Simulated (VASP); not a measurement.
Here is a VASP 6.6.1 calculation.

File POSCAR:

```
K
1.0
    4.7167909557      0.0000000000      0.0000000000
   -2.3583954778      4.0848607920      0.0000000000
    0.0000000000      0.0000000000      7.6905374758
K
2
Direct
    0.3333333333      0.6666666667      0.2500000000
    0.6666666667      0.3333333333      0.7500000000
```

Contents of INCAR.step1:

```
SYSTEM = K
ALGO     = Normal         ! electronic algorithm
EDIFF    = 1E-5           ! SCF threshold, eV
ENCUT    = 520            ! plane-wave cutoff, eV
GGA      = PE             ! functional
ISIF     = 2              ! what is computed and relaxed
ISMEAR   = -1             ! smearing method
LASPH    = .True.         ! aspherical terms in the spheres
LREAL    = .False.        ! projectors in reciprocal space
LWAVE    = .True.         ! write WAVECAR
NBANDS   = 16             ! bands
NELM     = 80             ! most SCF steps
PREC     = Accurate       ! precision mode
SIGMA    = 0.1            ! smearing width, eV
```

Contents of INCAR.step2:

```
SYSTEM = K
ALGO     = Normal         ! electronic algorithm
EDIFF    = 1E-6           ! SCF threshold, eV
ENCUT    = 520            ! plane-wave cutoff, eV
GGA      = PE             ! functional
HFSCREEN = 0.2079         ! screening, 1/A
ISIF     = 2              ! what is computed and relaxed
ISMEAR   = -1             ! smearing method
ISTART   = 1            
LASPH    = .True.         ! aspherical terms in the spheres
LCHARG   = .True.         ! write CHGCAR
LELF     = .True.         ! ELF
LHFCALC  = .True.         ! exact exchange
LREAL    = .False.        ! projectors in reciprocal space
LVHAR    = .True.       
LWAVE    = .False.        ! write WAVECAR
NBANDS   = 16             ! bands
NELM     = 80             ! most SCF steps
PREC     = Accurate       ! precision mode
PRECFOCK = Normal       
SIGMA    = 0.1            ! smearing width, eV
```

KPOINTS

```
k-points
0
Gamma
  4 4 2
  0 0 0
```

Potentials or basis: VASP PAW PBE potentials, release 64 (K_sv).

Command:

```bash
$ cat potpaw_PBE.64/K_sv/POTCAR > POTCAR
$ cp INCAR.step1 INCAR
$ mpirun -np 1 vasp_std > vasp.out
$ cp INCAR.step2 INCAR
$ mpirun -np 1 vasp_std > vasp.out
```

Q: Predict the pressure.

A: 0.1 GPa.

Q: Estimate the band gap on the k mesh.

A: Zero (bands 9 and 10 overlap by 2.41 eV).

Stress tensor (GPa, compression positive):
```
 0.30  0.00  0.00
 0.00  0.30  0.00
 0.00  0.00 -0.28
```

Caveat: the k points lie up to 0.41 Å⁻¹ apart, too coarse for converged energies and pressures of a metal; the PAW data sets were made with another functional, which shifts forces and pressure a little.
